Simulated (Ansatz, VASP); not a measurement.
## BiPbCl5 in VASP and in Ansatz

INCAR

```
PREC     = Accurate       # precision mode
ENCUT    = 520            # plane-wave cutoff, eV
EDIFF    = 1E-6           # SCF threshold, eV
ISMEAR   = 0              # smearing method
SIGMA    = 0.1            # smearing width, eV
LREAL    = False          # projectors in reciprocal space
LASPH    = True           # aspherical terms in the spheres
NELM     = 100            # most SCF steps
ALGO     = Normal         # electronic algorithm
ISIF     = 2              # what is computed and relaxed
LWAVE    = False          # write WAVECAR
LCHARG   = False          # write CHGCAR
GGA      = PE             # functional
NBANDS   = 41             # bands
```

File KPOINTS:

```
regular mesh
0
Gamma
  4 4 2
```

File POSCAR:

```
BiPbCl5
1.0
    4.6529520900      0.0000000000      0.0000000000
    0.0000000000      4.6529520900      0.0000000000
    0.0000000000      0.0000000000      8.4669765000
Bi Pb Cl
1 1 5
Direct
    0.0000000000      0.0000000000      0.5000000000
    0.5000000000      0.5000000000      0.0000000000
    0.0000000000      0.5000000000      0.3017445800
    0.0000000000      0.5000000000      0.6982554200
    0.5000000000      0.0000000000      0.3017445800
    0.5000000000      0.0000000000      0.6982554200
    0.0000000000      0.0000000000      0.0000000000
```

Input for Ansatz:

```yaml
crystal:
  lattice:
    - [4.65295209, 0.0, 0.0]
    - [0.0, 4.65295209, 0.0]
    - [0.0, 0.0, 8.4669765]
  atoms:
    - { symbol: Bi, position: [0.0, 0.0, 0.5] }
    - { symbol: Pb, position: [0.5, 0.5, 0.0] }
    - { symbol: Cl, position: [0.0, 0.5, 0.30174458] }
    - { symbol: Cl, position: [0.0, 0.5, 0.69825542] }
    - { symbol: Cl, position: [0.5, 0.0, 0.30174458] }
    - { symbol: Cl, position: [0.5, 0.0, 0.69825542] }
    - { symbol: Cl, position: [0.0, 0.0, 0.0] }
basis:
  ecutwfc: 420
kpoints:
  mp_grid: { grid: [4, 4, 2] }
hamiltonian:
  xc: pbe
scf:
  occupations: { method: gaussian, width: 0.1 }
  lower_state_search: "off"
output:
  forces: true
  stress: true
  eigenvalues: true
```

Change from the starting cell: species swapped into the TlSiPt5 type (P4/mmm, No. 123).

Alike in both runs: task single point; functional PBE; k mesh 4 × 4 × 2; occupations gaussian, width 0.1 eV; no spin polarisation.

|  | VASP | Ansatz |
| --- | --- | --- |
| version | VASP 6.6.1 | Ansatz 0.2.0 |
| potentials or method | VASP PAW PBE potentials, release 64 (Bi_d, Pb_d, Cl), cutoff 520 eV | scalar-relativistic, plane waves, PAW |
| valence electrons in the cell | 64 | 64 |

```csv
,VASP,Ansatz,Ansatz less VASP
gap on the k mesh at the Fermi level (eV),2.05,2.04,-0.010
least direct gap on the mesh (eV),2.48,2.47,-0.011
pressure (GPa),-0.6,-0.5,+0.09
"traceless stress, the component that is largest in VASP (GPa)",-1.15,-1.16,-0.011
rms of the force components (eV/Å),0.037,0.037,+0.0002
```

Atom by atom the forces differ by 0.000 eV/Å (rms over components).

Spin-orbit coupling is off throughout.
